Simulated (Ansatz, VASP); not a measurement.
**One calculation of GaN, two programs**

INCAR

```
SYSTEM = GaN
PREC = Accurate
ENCUT = 520
EDIFF = 1E-6
ISMEAR = 0
SIGMA = 0.05
LREAL = .FALSE.
LASPH = .TRUE.
NELM = 80
ALGO = Normal
ISIF = 2
LWAVE = .FALSE.
LCHARG = .FALSE.
GGA = PE
NBANDS = 46
```

Contents of KPOINTS:

```
Automatic mesh
0
G
  8 6 6
  0 0 0
```

Contents of POSCAR:

```
GaN
1.0
   -3.2185392732      0.0000000000      0.0000000000
    0.0000000000      0.0000000000     -5.2433778863
    0.0000000001     -5.5746735474      0.0000000000
Ga N
4 4
Direct
    0.5000000000      0.0068022756      0.1720239397
    0.0000000000      0.0024339903      0.6613038448
    0.0000000000      0.5024339903      0.3386961552
    0.5000000000      0.5068022756      0.8279760603
    0.5000000000      0.6044985167      0.1675551713
    0.0000000000      0.6063943000      0.6657429923
    0.0000000000      0.1063943000      0.3342570077
    0.5000000000      0.1044985167      0.8324448287
```

Input for Ansatz:

```yaml
crystal:
  lattice:
    - [-3.2185392732, 0.0, 0.0]
    - [0.0, 0.0, -5.2433778863]
    - [1.0e-10, -5.5746735474, 0.0]
  atoms:
    - { symbol: Ga, position: [0.5, 0.0068022756, 0.1720239397] }
    - { symbol: Ga, position: [0.0, 0.0024339903, 0.6613038448] }
    - { symbol: Ga, position: [0.0, 0.5024339903, 0.3386961552] }
    - { symbol: Ga, position: [0.5, 0.5068022756, 0.8279760603] }
    - { symbol: "N", position: [0.5, 0.6044985167, 0.1675551713] }
    - { symbol: "N", position: [0.0, 0.6063943, 0.6657429923] }
    - { symbol: "N", position: [0.0, 0.1063943, 0.3342570077] }
    - { symbol: "N", position: [0.5, 0.1044985167, 0.8324448287] }
basis:
  ecutwfc: 520.0
kpoints:
  mp_grid: { grid: [8, 6, 6] }
hamiltonian:
  xc: pbe
  pseudopotentials: { kind: paw, azcp: { folder: soft_1 } }
scf:
  occupations: { method: gaussian, width: 0.05 }
output:
  forces: true
  stress: true
  eigenvalues: true
  write_density: true
  write_potential: true
  elf: true
  volumetric_format: npy
```

Change from the starting cell: mode 11 frozen in at -0.032 Å and mode 13 at +0.098 Å (largest displacements).

Alike in both runs: task single point; functional PBE; k mesh 8 × 6 × 6; occupations gaussian, width 0.05 eV; no spin polarisation.

|  | VASP | Ansatz |
| --- | --- | --- |
| version | VASP 6.6.1 | Ansatz 0.2.0 |
| potentials or method | VASP PAW PBE potentials, release 64 (Ga_d, N), cutoff 520 eV | scalar-relativistic, plane waves, PAW |
| valence electrons in the cell | 72 | 72 |

Ansatz gave:

```
gap on the k mesh at the Fermi level (eV)                     : 1.56
least direct gap on the mesh (eV)                             : 1.56
pressure (GPa)                                                : 1.3
traceless stress, the component that is largest in VASP (GPa) : -5.24
rms of the force components (eV/Å)                            : 0.627
```

Q: Which values does VASP return?

A: gap on the k mesh at the Fermi level (eV): 1.56; least direct gap on the mesh (eV): 1.56; pressure (GPa): 1.3; traceless stress, the component that is largest in VASP (GPa): -5.12; rms of the force components (eV/Å): 0.622.

Atom by atom the forces differ by 0.006 eV/Å (rms over components).
